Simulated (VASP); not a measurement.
Input of a VASP 6.6.1 run:

INCAR

```
SYSTEM = C
PREC = Accurate ; ENCUT = 520
EDIFF = 1E-6 ; ISMEAR = 0
SIGMA = 0.02 ; LREAL = Auto
LASPH = .True. ; NELM = 100
ALGO = Normal ; ISIF = 2
LWAVE = .False. ; LCHARG = .True.
GGA = PE ; IVDW = 12
LELF = .True. ; LVHAR = .True.
NBANDS = 88
```

KPOINTS

```
Automatic mesh
0
Gamma
  2 2 2
  0.5 0.5 0.5
```

POSCAR

```
C
1.0
    5.6709571532      0.0000000000     -3.4026574365
   -2.8677434801     -4.9298468452     -3.3594911937
   -2.8677434801      4.9298468452     -3.3594911937
C
33
Direct
    0.4170704305      0.0434228250      0.5409228645
    0.6541786677      0.7816597073      0.5322211267
    0.9054567492      0.5303441887      0.5321669634
    0.4158673267      0.2913002437      0.2894409567
    0.1669255959      0.2924702141      0.5404476946
    0.6711241956      0.0464029017      0.2983362860
    0.9231698137      0.8008013800      0.3064369349
    0.4125423839      0.5378265405      0.0376828084
    0.1681455648      0.5445474968      0.2943581829
    0.6620253235      0.2865941253      0.0362611964
    0.9133755247      0.0368979574      0.0451105858
    0.4100997447      0.7859381007      0.7858210585
    0.1814427372      0.8015822157      0.0577578911
    0.6414460566      0.5174777141      0.7695962969
    0.9094440553      0.2849552099      0.7860943076
    0.1876517622      0.0629344248      0.8006125139
    0.5804766395      0.9556916485      0.4571927951
    0.8267340208      0.7028246411      0.4545516138
    0.0787311114      0.4558933692      0.4554931539
    0.5831698125      0.2092444839      0.2086077501
    0.3341965376      0.2102139484      0.4587539210
    0.8431717367      0.9695559817      0.2275388127
    0.0921093227      0.7182083790      0.2200969615
    0.5704187120      0.4456946314      0.9455278062
    0.3326977700      0.4588761736      0.2079874464
    0.8283689508      0.2044808942      0.9541526621
    0.0960155188      0.9661635678      0.9584537948
    0.5610829438      0.6894144910      0.6903715187
    0.3340196011      0.7078919981      0.9592064991
    0.8150751174      0.4395730557      0.6922604189
    0.0897652514      0.2143702072      0.7115633406
    0.3399181962      0.9660163388      0.7120540882
    0.9083511055      0.8210155453      0.8868035931
```

Potentials or basis: VASP PAW PBE potentials, release 64 (C).

Command:

```sh
$ cat potpaw_PBE.64/C/POTCAR > POTCAR
$ mpirun -np 1 vasp_std > vasp.out
```

(1) What does it give for the band gap on the k mesh?

(2) What does it give for the pressure?

Answers

(1) 0.42 eV.

(2) 3.1 GPa.
